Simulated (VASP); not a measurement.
Here is a VASP 6.6.1 calculation.

The input INCAR:

```
SYSTEM = NbH2
ALGO = Normal
EDIFF = 1E-6
ENCUT = 520
GGA = PS
ISIF = 2
ISMEAR = 0
LASPH = .True.
LCHARG = .False.
LREAL = .False.
LWAVE = .False.
NBANDS = 14
NELM = 60
PREC = Accurate
SIGMA = 0.15
```

The input KPOINTS:

```
k-points
0
Gamma
  18 18 18
  0 0 0
```

File POSCAR:

```
NbH2
1.0
    0.0000000000      2.2815000000      2.2815000000
    2.2815000000      0.0000000000      2.2815000000
    2.2815000000      2.2815000000      0.0000000000
Nb H
1 2
Direct
    0.0000000000      0.0000000000      0.0000000000
    0.2116480386      0.2116480386      0.2883519614
    0.7116480386      0.7116480386      0.7883519614
```

Potentials or basis: VASP PAW PBE potentials, release 64 (Nb_sv, H).

Command:

```sh
$ cat potpaw_PBE.64/Nb_sv/POTCAR potpaw_PBE.64/H/POTCAR > POTCAR
$ mpirun -np 1 vasp_std > vasp.out
```

Q: Predict the band gap on the k mesh.

A: Zero (an odd number of electrons rules out a gap without spin polarisation).

Q: Estimate the pressure.

A: -3.7 GPa.

Stress tensor (GPa, compression positive):
```
-2.77  0.00  0.00
 0.00 -2.77  0.00
 0.00  0.00 -5.64
```

Caveat: the cell differs from its parent crystal (all H atoms moved +0.175 Å, as atom 2 towards its neighbour atom 3 (H) at 2.281 Å); the cell stands under tension; the PAW data sets were made with another functional, which shifts forces and pressure a little; an odd number of electrons without spin polarisation forces a metal; a magnetic or distorted state may lie lower.
